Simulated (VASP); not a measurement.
# SiC (P6_3mc) in VASP: further runs, part 2 of 2

VASP 6.6.1.

## (3) Single point, HSE06

POSCAR reads:

```
SiC
1.0
    3.0760000000      0.0000000000      0.0000000000
   -1.5380000000      2.6638941420      0.0000000000
    0.0000000000      0.0000000000      5.0480000000
Si C
2 2
Direct
    0.6666666667      0.3333333333      0.5000000000
    0.3333333333      0.6666666667      0.0000000000
    0.6666666667      0.3333333333      0.8850000000
    0.3333333333      0.6666666667      0.3850000000
```

INCAR.step1 reads:

```
SYSTEM = SiC
PREC = Accurate
ENCUT = 520
EDIFF = 1E-5
ISMEAR = 1
SIGMA = 0.05
LREAL = .False.
LASPH = .True.
NELM = 60
ALGO = Normal
ISIF = 2
LWAVE = .True.
GGA = PE
NBANDS = 16
```

INCAR.step2 reads:

```
SYSTEM = SiC
PREC = Accurate
ENCUT = 520
EDIFF = 1E-6
ISMEAR = 1
SIGMA = 0.05
LREAL = .False.
LASPH = .True.
NELM = 60
ALGO = Normal
ISIF = 2
LWAVE = .False.
LCHARG = .True.
GGA = PE
LHFCALC = .True.
HFSCREEN = 0.2079
PRECFOCK = Normal
LELF = .True.
LVHAR = .True.
ISTART = 1
NBANDS = 16
```

KPOINTS reads:

```
regular mesh
0
Gamma
  5 5 3
  0 0 0
```

Potentials or basis: VASP PAW PBE potentials, release 64 (Si, C).

Command:

```console
cat potpaw_PBE.64/Si/POTCAR potpaw_PBE.64/C/POTCAR > POTCAR
cp INCAR.step1 INCAR
mpirun -np 1 vasp_std > vasp.out
cp INCAR.step2 INCAR
mpirun -np 1 vasp_std > vasp.out
```

OUTCAR:

```text
SYSTEM = SiC
   PREC = Accurate
   ENCUT = 520
   EDIFF = 1E-6
   ISMEAR = 1
   LREAL = .False.
   LASPH = .True.
   NELM = 60
   ISIF = 2
   GGA = PE
   LHFCALC = .True.
   HFSCREEN = 0.2079
   PRECFOCK = Normal
   ISTART = 1

 ion  position               nearest neighbor table
   1  0.667  0.333  0.500-   4 1.87   4 1.87   4 1.87   3 1.94   2 3.09   2 3.09   2 3.09   2 3.09
                             2 3.09   2 3.09
   2  0.333  0.667  0.000-   3 1.87   3 1.87   3 1.87   4 1.94   1 3.09   1 3.09   1 3.09   1 3.09
                             1 3.09   1 3.09
[... 388 lines left out ...]
  --------------------------------------------------------------------------------------
  -------------------------------------------------------------------------------------
  Total        0.0740769      0.0740769     -1.2012370      0.0000000      0.0000000      0.0000000
  in kB        2.8692643      2.8692643    -46.5282431      0.0000000      0.0000000      0.0000000
  external PRESSURE =     -13.5965715 kB  Pullay stress =       0.0000000 kB

 VOLUME and BASIS-vectors are now :
 -----------------------------------------------------------------------------
  energy-cutoff  :      520.00
  volume of cell :       41.36
      direct lattice vectors                 reciprocal lattice vectors
     3.076000000  0.000000000  0.000000000     0.325097529  0.187695146  0.000000000
    -1.538000000  2.663894142  0.000000000     0.000000000  0.375390292  0.000000000
     0.000000000  0.000000000  5.048000000     0.000000000  0.000000000  0.198098257

 POSITION                                       TOTAL-FORCE (eV/Angst)
 -----------------------------------------------------------------------------------
      1.53800      0.88796      2.52400         0.000000      0.000000      0.760803
     -0.00000      1.77593      0.00000         0.000000      0.000000      0.760803
      1.53800      0.88796      4.46748        -0.000000     -0.000000     -0.760803
     -0.00000      1.77593      1.94348        -0.000000      0.000000     -0.760803
 -----------------------------------------------------------------------------------
    total drift:                                0.000000      0.000000     -0.000170

  FREE ENERGIE OF THE ION-ELECTRON SYSTEM (eV)
  ---------------------------------------------------
  free  energy   TOTEN  =       -34.7663579067 eV

  energy  without entropy=      -34.7663965594  energy(sigma->0) =      -34.76637079
```

Run time: 5.3 min. Hardware: 1 thread of Intel Xeon 6975P-C (Granite Rapids), shared host; peak memory 0.24 GiB.

What came out:

```yaml
Free_energy: -34.7664 eV
Pressure: -1.4 GPa
Largest_force: 0.761 eV/Å
Band_gap_on_the_k_mesh: 3.76 eV (least direct gap 5.31 eV)
```

Forces in eV/Å, atoms in the order of the input:
```
Si   0.000  0.000  0.761
Si   0.000  0.000  0.761
C    0.000  0.000 -0.761
C    0.000  0.000 -0.761
```

Stress tensor (GPa, compression positive):
```
 0.29  0.00  0.00
 0.00  0.29  0.00
 0.00  0.00 -4.65
```

Levels at points of the mesh, in eV from the valence-band top:
```
           k point  band 4  band 5  band 6  band 7  band 8  band 9  band 10  band 11  band 12  band 13
(0.00, 0.00, 0.00)   -1.75   -1.75   -0.32   -0.32    0.00    5.76     7.26     7.69     7.69     8.84
```

Caveat: the k points lie up to 0.47 Å⁻¹ apart; the PAW data sets were made with another functional, which shifts forces and pressure a little. A k mesh can miss the band edges.

## (4) Single point, PBE-based screened hybrid with 35 % exact exchange

POSCAR is that of step 3.

INCAR.step1 reads:

```
SYSTEM = SiC
PREC     = Accurate       ! precision mode
ENCUT    = 520            ! plane-wave cutoff, eV
EDIFF    = 1E-5           ! SCF threshold, eV
ISMEAR   = -1             ! smearing method
SIGMA    = 0.05           ! smearing width, eV
LREAL    = .False.        ! projectors in reciprocal space
LASPH    = .True.         ! aspherical terms in the spheres
NELM     = 80             ! most SCF steps
ALGO     = Normal         ! electronic algorithm
ISIF     = 2              ! what is computed and relaxed
LWAVE    = .True.         ! write WAVECAR
LCHARG   = .False.        ! write CHGCAR
NBANDS   = 16             ! bands
GGA      = PE             ! functional
```

INCAR.step2 reads:

```
SYSTEM = SiC
PREC     = Accurate       ! precision mode
ENCUT    = 520            ! plane-wave cutoff, eV
EDIFF    = 1E-6           ! SCF threshold, eV
ISMEAR   = -1             ! smearing method
SIGMA    = 0.05           ! smearing width, eV
LREAL    = .False.        ! projectors in reciprocal space
LASPH    = .True.         ! aspherical terms in the spheres
NELM     = 80             ! most SCF steps
ALGO     = Normal         ! electronic algorithm
ISIF     = 2              ! what is computed and relaxed
LWAVE    = .False.        ! write WAVECAR
LCHARG   = .False.        ! write CHGCAR
GGA      = PE             ! functional
LHFCALC  = .True.         ! exact exchange
AEXX     = 0.35           ! exact-exchange fraction
HFSCREEN = 0.2078699      ! screening, 1/A
PRECFOCK = Normal       
NBANDS   = 16             ! bands
ISTART   = 1
```

KPOINTS reads:

```
Automatic mesh
0
Gamma
  6 6 3
  0 0 0
```

Command:

```console
cat potpaw_PBE.64/Si/POTCAR potpaw_PBE.64/C/POTCAR > POTCAR
cp INCAR.step1 INCAR
mpirun -np 1 vasp_std > vasp.out
cp INCAR.step2 INCAR
mpirun -np 1 vasp_std > vasp.out
```

It took 7.6 min on 1 thread of AMD EPYC 9R45 (Zen 5), shared host; peak memory 0.23 GiB.

The run converged. Its results:

| Quantity | Value |
| --- | --- |
| Free energy | -36.7220 eV |
| Pressure | -3.3 GPa |
| Largest force | 0.780 eV/Å |
| Band gap on the k mesh | 3.55 eV (least direct gap 5.64 eV) |

Forces on the atoms (eV/Å):
```
Si   0.000  0.000  0.780
Si   0.000  0.000  0.780
C    0.000  0.000 -0.780
C    0.000  0.000 -0.780
```

Stress tensor (GPa, compression positive):
```
-1.73  0.00  0.00
 0.00 -1.73  0.00
 0.00  0.00 -6.46
```

Levels at points of the mesh, in eV from the valence-band top:
```
           k point  band 6  band 7  band 8  band 9  band 10  band 11
(0.00, 0.00, 0.00)   -0.33   -0.33    0.00    6.24     7.77     8.19
(0.50, 0.00, 0.00)   -4.06   -3.59   -1.73    3.92     5.63     8.45
```

Caveat: the cell stands under tension; the PAW data sets were made with another functional, which shifts forces and pressure a little.
